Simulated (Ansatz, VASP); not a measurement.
# One calculation of YS, two programs

```
CELL_PARAMETERS angstrom
0.00000 2.74365 2.71621
2.74365 0.00000 2.71621
2.74365 2.74365 0.00000
ATOMIC_POSITIONS crystal
Y 0.50000 0.50000 0.50000
S 0.00000 0.00000 0.00000
```

Change from the starting cell: zz strain of -1 %, PAW files.

Alike in both runs: task electric field gradients; functional LDA; k mesh 8 × 8 × 8; occupations fermi-dirac, width 0.01 eV; no spin polarisation.

|  | VASP | Ansatz |
| --- | --- | --- |
| version | VASP 6.6.1 | Ansatz 0.2.0 |
| potentials or method | VASP PAW LDA potentials, release 64 (Y_sv, S) | PAW with Ansatz's default frozen-core files, scalar-relativistic |
| plane-wave cutoff (eV) | 520 | 420 |
| valence electrons in the cell | 17 | 17 |

|  | VASP | Ansatz | Ansatz less VASP |
| --- | --- | --- | --- |
| pressure (GPa) | -2.8 | -2.8 | -0.04 |
| traceless stress, the component that is largest in VASP (GPa) | 1.60 | 1.59 | -0.007 |
| size of Vzz on the site where it differs most (V/Å²) | 10.9 | 11.7 | +0.82 |

LDA's correlation is that of Perdew and Zunger in VASP and of Perdew and Wang (1992) in Ansatz.
